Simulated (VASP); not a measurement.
# TaN (Fm-3m) in VASP: further runs

Runs on TaN. Level: PBEsol. Tasks: relaxation of cell and atoms.

Program: VASP 6.6.1. These are calculated values, not measurements. Logs are shortened: lines on timing, memory, paths and dates and some standing lists are left out, and cuts for length are marked.

### 1 The cell of the first run

It takes space group Fm-3m (No. 225, cubic). Conventional cell: a = 4.423 Å, b = 4.423 Å, c = 4.423 Å, α = 90.00°, β = 90.00°, γ = 90.00°. Within 2.9 Å of Ta (site symmetry m-3m) lie 6 N at 2.21 Å. N (site symmetry m-3m) has 6 Ta at 2.21 Å within 2.9 Å.

### 2 Relaxation of cell and atoms, PBEsol, target pressure 10 GPa, at which the enthalpy is minimised

INCAR reads:

```
ALGO = Normal
EDIFF = 1E-6
EDIFFG = -0.005
ENCUT = 600
GGA = PS
IBRION = 2
ISIF = 3
ISMEAR = -1
LASPH = True
LCHARG = False
LREAL = False
LWAVE = False
NELM = 80
NSW = 80
PREC = Accurate
PSTRESS = 100.0
SIGMA = 0.05
```

KPOINTS reads:

```
k-points
0
Gamma
  10 10 10
```

POSCAR reads:

```
TaN
1.0
    0.0000000000      2.2113230000      2.2113230000
    2.2113230000      0.0000000000      2.2113230000
    2.2113230000      2.2113230000      0.0000000000
Ta N
1 1
Direct
    0.5000000000      0.5000000000      0.5000000000
    0.0000000000      0.0000000000      0.0000000000
```

Potentials or basis: VASP PAW PBE potentials, release 64 (Ta_pv, N).

Launch:

```console
> cat potpaw_PBE.64/Ta_pv/POTCAR potpaw_PBE.64/N/POTCAR > POTCAR
> mpirun -np 1 vasp_std > vasp.out
```

OUTCAR:

```text
EDIFF = 1E-6
   EDIFFG = -0.005
   ENCUT = 600
   GGA = PS
   IBRION = 2
   ISIF = 3
   ISMEAR = -1
   LASPH = True
   LREAL = False
   NELM = 80
   NSW = 80
   PREC = Accurate
   PSTRESS = 100.0

 ion  position               nearest neighbor table
   1  0.500  0.500  0.500-   2 2.21   2 2.21   2 2.21   2 2.21   2 2.21   2 2.21
   2  0.000  0.000  0.000-   1 2.21   1 2.21   1 2.21   1 2.21   1 2.21   1 2.21

  LATTYP: Found a face centered cubic cell.
 ALAT       =     4.4226460000

  Lattice vectors:

 A1 = (   0.0000000000,   2.2113230000,   2.2113230000)
 A2 = (   2.2113230000,   0.0000000000,   2.2113230000)
 A3 = (   2.2113230000,   2.2113230000,   0.0000000000)

Analysis of symmetry for initial positions (statically):
=====================================================================
 Subroutine PRICEL returns:
 Original cell was already a primitive cell.

 Routine SETGRP: Setting up the symmetry group for a
 face centered cubic supercell.

 Subroutine GETGRP returns: Found 48 space group operations
 (whereof 48 operations were pure point group operations)
 out of a pool of 48 trial point group operations.

The static configuration has the point symmetry O_h .

Analysis of symmetry for dynamics (positions and initial velocities):
=====================================================================
 Subroutine PRICEL returns:
 Original cell was already a primitive cell.

 Routine SETGRP: Setting up the symmetry group for a
 face centered cubic supercell.

 Subroutine GETGRP returns: Found 48 space group operations
 (whereof 48 operations were pure point group operations)
 out of a pool of 48 trial point group operations.

The dynamic configuration has the point symmetry O_h .

 Subroutine INISYM returns: Found 48 space group operations
 (whereof 48 operations are pure point group operations),
 and found     1 'primitive' translations

----------------------------------------------------------------------------------------

                                     Primitive cell

  volume of cell :      21.6265

  direct lattice vectors                    reciprocal lattice vectors
     0.000000000  2.211323000  2.211323000    -0.226108985  0.226108985  0.226108985
     2.211323000  0.000000000  2.211323000     0.226108985 -0.226108985  0.226108985
     2.211323000  2.211323000  0.000000000     0.226108985  0.226108985 -0.226108985

  length of vectors
     3.127282977  3.127282977  3.127282977     0.391632251  0.391632251  0.391632251

  position of ions in fractional coordinates (direct lattice)
     0.500000000  0.500000000  0.500000000
     0.000000000  0.000000000  0.000000000

  ion indices of the primitive-cell ions
   primitive index   ion index
                 1           1
                 2           2

----------------------------------------------------------------------------------------

 KPOINTS: k-points

Automatic generation of k-mesh.
 Grid dimensions read from file:
 generate k-points for:   10   10   10

 Generating k-lattice:

  Cartesian coordinates                     Fractional coordinates (reciprocal lattice)
    -0.022610899  0.022610899  0.022610899     0.100000000  0.000000000  0.000000000
     0.022610899 -0.022610899  0.022610899     0.000000000  0.100000000  0.000000000
     0.022610899  0.022610899 -0.022610899     0.000000000  0.000000000  0.100000000

  Length of vectors
     0.039163225  0.039163225  0.039163225

  Shift w.r.t. Gamma in fractional coordinates (k-lattice)
     0.000000000  0.000000000  0.000000000

 Subroutine IBZKPT returns following result:
 ===========================================

 Found     47 irreducible k-points:

 Following reciprocal coordinates:
            Coordinates               Weight
  0.000000  0.000000  0.000000      1.000000
  0.100000  0.000000  0.000000      8.000000
  0.200000  0.000000  0.000000      8.000000
  0.300000  0.000000  0.000000      8.000000
  0.400000  0.000000  0.000000      8.000000
  0.500000  0.000000  0.000000      4.000000
[... 16 lines left out ...]
  0.300000  0.300000  0.000000      6.000000
  0.400000  0.300000  0.000000     24.000000
 [... further k-points ...]
   k-points           NKPTS =     47   k-points in BZ     NKDIM =     47   number of bands    NBANDS=     12
   number of dos      NEDOS =    301   number of ions     NIONS =      2
   total plane-waves  NPLWV =  21952
   dimension x,y,z NGX =    28 NGY =   28 NGZ =   28
   dimension x,y,z NGXF=    56 NGYF=   56 NGZF=   56
   ions per type =               1   1
   NGX,Y,Z   is equivalent  to a cutoff of  14.88, 14.88, 14.88 a.u.
   NGXF,Y,Z  is equivalent  to a cutoff of  29.77, 29.77, 29.77 a.u.
 SYSTEM =  unknown system
   PREC   = accura    normal or accurate (medium, high low for compatibility)
   ISTART =      0    job   : 0-new  1-cont  2-samecut
   ICHARG =      2    charge: 1-file 2-atom 10-const
   ISPIN  =      1    spin polarized calculation?
   LNONCOLLINEAR =      F non collinear calculations
   LSORBIT =      F    spin-orbit coupling
   LASPH  =      T    aspherical Exc in radial PAW
   ENCUT  =  600.0 eV  44.10 Ry    6.64 a.u.   6.25  6.25  6.25*2*pi/ulx,y,z
   NELM   =     80;   NELMIN=  2; NELMDL= -5     # of ELM steps
   EDIFF  = 0.1E-05   stopping-criterion for ELM
   LREAL  =      F    real-space projection
   EDIFFG = -.5E-02   stopping-criterion for IOM
   NSW    =     80    number of steps for IOM
   IBRION =      2    ionic relax: 0-MD 1-quasi-New 2-CG
   NFREE  =      1    steps in history (QN), initial steepest desc. (CG)
   ISIF   =      3    stress and relaxation
   ISYM   =      2    0-nonsym 1-usesym 2-fastsym
   POTIM  = 0.5000    time-step for ionic-motion
   TEBEG  =    0.0;   TEEND  =   0.0 temperature during run
   PSTRESS=  100.0 pullay stress
   NELECT =      16.0000    total number of electrons
   NUPDOWN=      -1.0000    fix difference up-down
   EMIN   =  10.00;   EMAX   =-10.00  energy-range for DOS
   EFERMI =   0.00;   METHOD = LEGACY
   ISMEAR =    -1;   SIGMA  =   0.05  broadening in eV -4-tet -1-fermi 0-gaus
   EFERMI_NEDOS =   21; number of points for ismear=-14 and -15
   IALGO  =     38    algorithm
   IMIX   =      4    mixing-type and parameters
     AMIX     =   0.40;   BMIX     =  1.00
     AMIX_MAG =   1.60;   BMIX_MAG =  1.00
  volume/ion in A,a.u.               =      10.81        72.97
  Fermi-wavevector in a.u.,A,eV,Ry     =   1.480651  2.798024 29.828417  2.192327
  Thomas-Fermi vector in A             =   2.594659
   LORBIT       =      0    0 simple, 1 ext, 2 COOP (PROOUT), +10 PAW based schemes
   GGA     = PS    functional components
   LHFCALC =     F    Hartree Fock is set to
   AEXX    =    0.0000 exact exchange contribution
   IVDW    =     0    specifies the selected vdW correction
   LEPSILON=     F    determine dielectric tensor
   LRPA    =     F    only Hartree local field effects (RPA)
 conjugate gradient relaxation of ions
 non-spin polarized calculation
  energy-cutoff  :      600.00
  volume of cell :       21.63
 maximum number of plane-waves:       740
 NGX is ok and might be reduce to    28
   NGX = 13   NGY = 13   NGZ = 13

--------------------------------------- Ionic step        1  -------------------------------------------

 number of electron      15.9999999 magnetization

 Free energy of the ion-electron system (eV)
  ---------------------------------------------------
  ext. energy  EPLUGINS =         0.00000000
  ---------------------------------------------------
  free energy    TOTEN  =       -23.21029464 eV

  energy without entropy =      -23.20411891  energy(sigma->0) =      -23.20720678

------------------------ aborting loop because EDIFF is reached ----------------------------------------

  FORCE on cell =-STRESS in cart. coord.  units (eV):
  Direction    XX          YY          ZZ          XY          YZ          ZX
  --------------------------------------------------------------------------------------
  -------------------------------------------------------------------------------------
  Total       -1.3498980     -1.3498980     -1.3498980     -0.0000000      0.0000000     -0.0000000
  in kB     -100.0057520   -100.0057520   -100.0057520     -0.0000000      0.0000000     -0.0000000
  external PRESSURE =    -200.0057520 kB  Pullay stress =     100.0000000 kB
[... 23 lines left out ...]
  enthalpy is  TOTEN    =       -21.8604743223 eV   P V=        1.3498203223

--------------------------------------- Ionic step        2  -------------------------------------------

 number of electron      15.9999999 magnetization

 E-fermi :  11.6023     XC(G=0): -14.6359

 val. band max:       11.4729960663   @ k =  -0.2000   0.2000   0.0000
 cond. band min:      11.6432731071   @ k =  -0.3000   0.3000   0.1000
 fundamental gap:      0.1702770409
 Fermi energy:        11.6022519813

 k-point     1 :       0.0000    0.0000    0.0000
  band No.  band energies     occupation
      1     -23.7616      2.00000
      2     -23.7616      2.00000
      3     -23.7616      2.00000
      4      -8.7504      2.00000
      5       7.2901      2.00000
      6       7.2901      2.00000
      7       7.2901      2.00000
      8       8.8640      2.00000
      9       8.8640      2.00000
     10       8.8640      2.00000
     11      11.6442      0.60393
     12      11.6442      0.60393
[... 532 lines left out ...]
  enthalpy is  TOTEN    =       -21.9380459156 eV   P V=        1.2777629418

--------------------------------------- Ionic step        7  -------------------------------------------

 number of electron      16.0000001 magnetization

 Free energy of the ion-electron system (eV)
  ---------------------------------------------------
  ext. energy  EPLUGINS =         0.00000000
  ---------------------------------------------------
  free energy    TOTEN  =       -23.21416779 eV

  energy without entropy =      -23.20843731  energy(sigma->0) =      -23.21130255

 E-fermi :   9.8515     XC(G=0): -13.8072

 val. band max:        9.7585567870   @ k =  -0.2000   0.2000   0.0000
 cond. band min:       9.8553015905   @ k =   0.0000   0.0000   0.0000
 fundamental gap:      0.0967448035
 Fermi energy:         9.8514716108

 k-point     1 :       0.0000    0.0000    0.0000
  band No.  band energies     occupation
      1     -25.8147      2.00000
      2     -25.8147      2.00000
      3     -25.8147      2.00000
      4      -9.2993      2.00000
      5       5.9323      2.00000
      6       5.9323      2.00000
      7       5.9323      2.00000
      8       7.5796      2.00000
      9       7.5796      2.00000
     10       7.5796      2.00000
     11       9.8553      0.96172
     12       9.8553      0.96172
[... 374 lines left out ...]
  FREE ENERGIE OF THE ION-ELECTRON SYSTEM (eV)
  ---------------------------------------------------
  free  energy   TOTEN  =       -23.2141677874 eV

  energy  without entropy=      -23.2084373073  energy(sigma->0) =      -23.21130255

  enthalpy is  TOTEN    =       -21.9380907498 eV   P V=        1.2760770376

 reached required accuracy - stopping structural energy minimisation
```

It took 67 s on 1 thread of Intel Xeon Platinum 8175M at 2.50GHz (Skylake/Cascade Lake), shared host; peak memory 0.18 GiB.

What came out:

- Free energy: -23.2142 eV
- Relaxed volume: 10.22 Å³/atom
- Relaxed cell: a = 3.069 Å, b = 3.069 Å, c = 3.069 Å, α = 60.00°, β = 60.00°, γ = 60.00°
- Space group after relaxing (to 0.05 Å): Fm-3m (No. 225)
- Energy change on relaxing (the enthalpy is what falls): -1.9 meV/atom
- Ionic steps: 7
- Pressure after relaxing: 10.0 GPa
- Band gap on the k mesh: zero (band 8 reaches 11.85 eV, above the bottom of band 9 at 7.58 eV)

Step by step:
```tsv
step	energy change (eV)	largest force (eV/Å)	pressure (GPa)	volume (Å³)
1	0.0000	0.0000	-10.00	21.63
2	0.7807	0.0000	90.40	17.67
3	-0.0076	0.0000	8.70	20.51
4	-0.0044	0.0000	9.81	20.45
5	-0.0030	0.0000	10.25	20.43
6	-0.0055	0.0000	9.51	20.47
7	-0.0039	0.0000	9.97	20.45
```

Final structure:
```xyz
2
Lattice="0.0000 2.1703 2.1703 2.1703 0.0000 2.1703 2.1703 2.1703 0.0000" Properties=species:S:1:pos:R:3 pbc="T T T"
Ta    2.1703    2.1703    2.1703
N     0.0000    0.0000    0.0000
```

Caveat: the cell is relaxed towards a set pressure, so the enthalpy falls and the energy may rise; the PAW data sets were made with another functional, which shifts forces and pressure a little; spin-orbit coupling is left out, which moves the levels of the heavy elements.

[end of part 1 of 2]
